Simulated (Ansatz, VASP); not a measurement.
Al in VASP and in Ansatz

The input INCAR:

```
SYSTEM = Al
PREC     = Accurate       ! precision mode
ENCUT    = 520            ! plane-wave cutoff, eV
EDIFF    = 1E-7           ! SCF threshold, eV
ISMEAR   = 0              ! smearing method
SIGMA    = 0.15           ! smearing width, eV
LREAL    = .FALSE.        ! projectors in reciprocal space
LASPH    = .TRUE.         ! aspherical terms in the spheres
NELM     = 80             ! most SCF steps
ALGO     = Normal         ! electronic algorithm
ISIF     = 2              ! what is computed and relaxed
LWAVE    = .FALSE.        ! write WAVECAR
LCHARG   = .FALSE.        ! write CHGCAR
GGA      = PE             ! functional
NBANDS   = 8              ! bands
```

Contents of KPOINTS:

```
regular mesh
0
G
  22 22 22
  0 0 0
```

Contents of POSCAR:

```
Al
1.0
    0.0000000000      1.9046381017      2.2855657221
    1.9046381017      0.0000000000      2.2855657221
    1.9046381017      1.9046381017      0.0000000000
Al
1
Direct
    0.0000000000      0.0000000000      0.0000000000
```

Input for Ansatz:

```yaml
crystal:
  lattice:
    - [0.0, 1.9046381017, 2.2855657221]
    - [1.9046381017, 0.0, 2.2855657221]
    - [1.9046381017, 1.9046381017, 0.0]
  atoms:
    - { symbol: Al, position: [0.0, 0.0, 0.0] }
basis:
  ecutwfc: 420
kpoints:
  mp_grid: { grid: [22, 22, 22] }
hamiltonian:
  xc: pbe
scf:
  occupations: { method: gaussian, width: 0.15 }
output:
  forces: true
  stress: true
  eigenvalues: true
```

Alike in both runs: task single point; functional PBE; k mesh 22 × 22 × 22; occupations gaussian, width 0.15 eV; no spin polarisation.

|  | VASP | Ansatz |
| --- | --- | --- |
| version | VASP 6.6.1 | Ansatz 0.2.0 |
| potentials or method | VASP PAW PBE potentials, release 64 (Al), cutoff 520 eV | scalar-relativistic, plane waves, PAW |
| valence electrons in the cell | 3 | 3 |

|  | VASP | Ansatz | Ansatz less VASP |
| --- | --- | --- | --- |
| gap on the k mesh at the Fermi level (eV) | none | none | - |
| pressure (GPa) | 2.2 | 2.2 | +0.03 |
| traceless stress, the component that is largest in VASP (GPa) | -8.13 | -8.14 | -0.013 |

A gap of «none» marks a metal or a gap that the smearing closes.
